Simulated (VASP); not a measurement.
Runs of VASP 6.6.1 on BeS. The structure is that of space group F-43m (No. 216), or close to it. The cells are those of the table. 

```tsv
task	cell	cutoff (eV)	gap on the mesh (eV)	pressure (GPa)
relaxation of cell and atoms	relaxed to 2 GPa from a = 3.443 Å, angles 60.0, 60.0, 90.0°, 2 atoms	600	3.56	2.0
relaxation of cell and atoms	relaxed to 7 GPa from a = 3.443 Å, angles 60.0, 60.0, 90.0°, 2 atoms	600	3.45	7.0
relaxation of cell and atoms	relaxed to 15 GPa from a = 3.443 Å, angles 60.0, 60.0, 90.0°, 2 atoms	600	3.30	15.0
relaxation of cell and atoms	relaxed to 4 GPa from a = 3.443 Å, angles 60.0, 60.0, 90.0°, 2 atoms	600	3.52	4.0
single point	a = 3.420 Å, angles 60.0, 60.0, 90.0°, 2 atoms	520	(b)	2.3
single point	a = 3.370 Å, angles 60.0, 60.0, 90.0°, 2 atoms	520	3.45	(a)
```

Alike in all rows: level r2SCAN; potentials or basis VASP PAW PBE potentials, release 64 (Be, S); no spin polarisation; k mesh 8 × 8 × 8; smearing gaussian 0.01 eV.

Problem. Fill in the values left out.

Solution. (a) 7.3; (b) 3.55.

Caveats: the PAW data sets were made with another functional, which shifts forces and pressure a little; the cell is relaxed towards a set pressure, so the run minimises the enthalpy, not the energy (at least some runs); the cell stands under pressure (at least some runs).

A k mesh can miss the band edges.
